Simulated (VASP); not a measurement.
Crystal: ZrB2.

```
Zr B
1.0
     3.18551    0.01706   -0.00190
    -1.57798    2.73661   -0.01712
    -0.00425   -0.04659    7.14241
Zr B
2 4
Direct
  0.00009 0.01725 0.99930
  0.99054 0.99288 0.49237
  0.31967 0.65914 0.25635
  0.35671 0.66069 0.74699
  0.65602 0.32207 0.25503
  0.67698 0.34797 0.74996
```

- Program: VASP 6.6.1
- Task: relaxation of cell and atoms
- Functional: PBE
- Potentials or basis: VASP PAW PBE potentials, release 64 (Zr_sv, B)
- Cutoff: 600 eV
- k mesh: 6 × 6 × 4
- Occupations: gaussian, width 0.2 eV
- Spin: no spin polarisation

At the start: pressure -1.4 GPa; volume 10.41 Å³/atom.

Problem. Where does the relaxation end?

Solution. Over 11 steps the energy falls by 30.6 meV/atom and the volume is 10.29 Å³/atom (-1.1 %); space group P6/mmm (No. 191, to 0.05 Å).

The path:
| step | energy change (eV) | largest force (eV/Å) | pressure (GPa) | volume (Å³) |
| --- | --- | --- | --- | --- |
| 1 | 0.0000 | 1.5130 | -1.41 | 62.45 |
| 2 | -0.1575 | 0.4081 | 0.67 | 61.61 |
| 3 | -0.1583 | 0.3503 | 0.46 | 61.67 |
| 4 | -0.1765 | 0.2152 | -0.38 | 61.85 |
| 5 | -0.1767 | 0.1998 | -0.47 | 61.87 |
| 6 | -0.1818 | 0.0874 | 0.39 | 61.65 |
| 7 | -0.1820 | 0.0878 | 0.57 | 61.60 |
| 8 | -0.1832 | 0.0537 | -0.47 | 61.87 |
| 9 | -0.1832 | 0.0555 | -0.32 | 61.83 |
| 10 | -0.1836 | 0.0255 | 0.09 | 61.72 |
| 11 | -0.1836 | 0.0224 | 0.06 | 61.74 |

Final structure:
```xyz
6
Lattice="3.1757 0.0004 -0.0001 -1.5875 2.7498 0.0000 -0.0002 0.0000 7.0689" Properties=species:S:1:pos:R:3 pbc="T T T"
Zr    1.5875    2.7502    7.0687
Zr   -0.0005    0.0007    3.5336
B    -0.0004    1.8326    1.7664
B     0.0010    1.8338    5.3033
B     1.5871    0.9163    1.7661
B     1.5891    0.9173    5.3028
```

Caveat: the k points lie up to 0.38 Å⁻¹ apart in the final cell.
